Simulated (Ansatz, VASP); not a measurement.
## Two plane-wave programs on Nb

INCAR

```
SYSTEM = Nb
ALGO     = Normal         ! electronic algorithm
EDIFF    = 1E-7           ! SCF threshold, eV
ENCUT    = 520            ! plane-wave cutoff, eV
GGA      = RE             ! functional
ISIF     = 2              ! what is computed and relaxed
ISMEAR   = -1             ! smearing method
LASPH    = .True.         ! aspherical terms in the spheres
LCHARG   = .False.        ! write CHGCAR
LREAL    = .False.        ! projectors in reciprocal space
LWAVE    = .False.        ! write WAVECAR
NBANDS   = 12             ! bands
NELM     = 60             ! most SCF steps
PREC     = Accurate       ! precision mode
SIGMA    = 0.1            ! smearing width, eV
```

KPOINTS

```
k-points
0
Gamma
  22 22 22
  0 0 0
```

Contents of POSCAR:

```
Nb
1.0
   -1.6160560124      1.6160560124      1.6160560124
    1.6160560124     -1.6160560124      1.6160560124
    1.6160560124      1.6160560124     -1.6160560124
Nb
1
Direct
    0.0000000000      0.0000000000      0.0000000000
```

Input for Ansatz:

```yaml
crystal:
  lattice:
    - [-1.6160560128, 1.6160560128, 1.6160560128]
    - [1.6160560128, -1.6160560128, 1.6160560128]
    - [1.6160560128, 1.6160560128, -1.6160560128]
  atoms:
    - { symbol: Nb, position: [0.0, 0.0, 0.0] }
hamiltonian:
  xc: revpbe
  pseudopotentials:
    kind: paw
    azcp:
      Nb: "pseudopotentials/Nb.paw.azcp"
basis:
  ecutwfc: 420
  fft_grid_basis: typed
kpoints:
  mp_grid: { grid: [22, 22, 22], shift: [0, 0, 0] }
magnetization:
  spin_polarized: false
scf:
  occupations: { method: fermi_dirac, width: 0.1 }
output:
  stress: true
```

Alike in both runs: task single point; functional revPBE; k mesh 22 × 22 × 22; occupations fermi-dirac, width 0.1 eV; no spin polarisation.

|  | VASP | Ansatz |
| --- | --- | --- |
| version | VASP 6.6.1 | Ansatz 0.2.0 |
| potentials or method | VASP PAW PBE potentials, release 64 (Nb_sv), cutoff 520 eV | plane waves (420 eV) with PAW, scalar-relativistic |
| valence electrons in the cell | 13 | 13 |

|  | VASP | Ansatz | Ansatz less VASP |
| --- | --- | --- | --- |
| pressure (GPa) | 16.0 | 16.3 | +0.38 |

VASP's potentials were made for PBE, not for revPBE. The functional is the same, so the differences come from potentials, cutoffs and numerics.
